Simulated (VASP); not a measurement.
A run of VASP 6.6.1 is set up as follows.

POSCAR

```
Cs
1.0
   -2.9709361500      2.9709361500      2.9709361500
    2.9709361500     -2.9709361500      2.9709361500
    2.9709361500      2.9709361500     -2.9709361500
Cs
1
Direct
    0.0000000000      0.0000000000      0.0000000000
```

The input INCAR.step1:

```
  ALGO = Normal
  EDIFF = 1E-4
  ENCUT = 520
  GGA = PE
  ISMEAR = 0
  LASPH = T
  LCHARG = F
  LREAL = F
  LWAVE = T
  NBANDS = 10
  NELM = 80
  PREC = Accurate
  SIGMA = 0.1
```

INCAR.step2

```
  ALGO = Normal
  EDIFF = 1E-6
  ENCUT = 520
  ISIF = 2
  ISMEAR = 0
  ISTART = 1
  LASPH = T
  LCHARG = F
  LMIXTAU = T
  LREAL = F
  LWAVE = F
  METAGGA = R2SCAN
  NBANDS = 10
  NELM = 80
  PREC = Accurate
  SIGMA = 0.1
```

File KPOINTS:

```
k-points
0
Gamma
  10 10 10
```

Potentials or basis: VASP PAW PBE potentials, release 64 (Cs_sv).

Launch:

```sh
$ cat potpaw_PBE.64/Cs_sv/POTCAR > POTCAR
$ cp INCAR.step1 INCAR
$ mpirun -np 1 vasp_std > vasp.out
$ cp INCAR.step2 INCAR
$ mpirun -np 1 vasp_std > vasp.out
```

**Question.** What does it give for the pressure?

**Answer.** 0.4 GPa.

Caveat: the cell differs from its parent crystal (functional r2SCAN, strained); the PAW data sets were made with another functional, which shifts forces and pressure a little.
